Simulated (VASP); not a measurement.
Here is a VASP 6.6.1 calculation.

INCAR

```
PREC = Accurate
ENCUT = 500
EDIFF = 1E-7
ISMEAR = 0
SIGMA = 0.02
LREAL = F
LASPH = T
NELM = 120
ALGO = Normal
ISIF = 3
LWAVE = F
LCHARG = F
GGA = PE
IVDW = 12
IBRION = 2
NSW = 100
EDIFFG = -0.005
GGA_COMPAT = F
NELMIN = 4
```

KPOINTS

```
Automatic mesh
0
Gamma
  9 9 2
```

The input POSCAR:

```
GaS
1.0
    3.5917369857      0.0000000000      0.0000000000
   -1.7958684928      3.1105354733      0.0000000000
    0.0000000000      0.0000000000     15.4485186353
Ga S
4 4
Direct
    0.3333333333      0.6666666667      0.1707981398
    0.6666666667      0.3333333333      0.6707981398
    0.3333333333      0.6666666667      0.3292018602
    0.6666666667      0.3333333333      0.8292018602
    0.3333333333      0.6666666667      0.6004299004
    0.6666666667      0.3333333333      0.1004299004
    0.3333333333      0.6666666667      0.8995700996
    0.6666666667      0.3333333333      0.3995700996
```

Potentials or basis: VASP PAW PBE potentials, release 64 (Ga_d, S).

Launch:

```bash
$ cat potpaw_PBE.64/Ga_d/POTCAR potpaw_PBE.64/S/POTCAR > POTCAR
$ mpirun -np 1 vasp_std > vasp.out
```

(1) Predict the space group after relaxing (to 0.1 Å).

(2) What does it give for the dispersion energy per atom?

(3) Predict the relaxed cell.

## Answers

(1) P6_3/mmc (No. 194).

(2) -0.273 eV.

(3) a = 3.588 Å, b = 3.588 Å, c = 15.457 Å, α = 90.00°, β = 90.00°, γ = 120.00°.
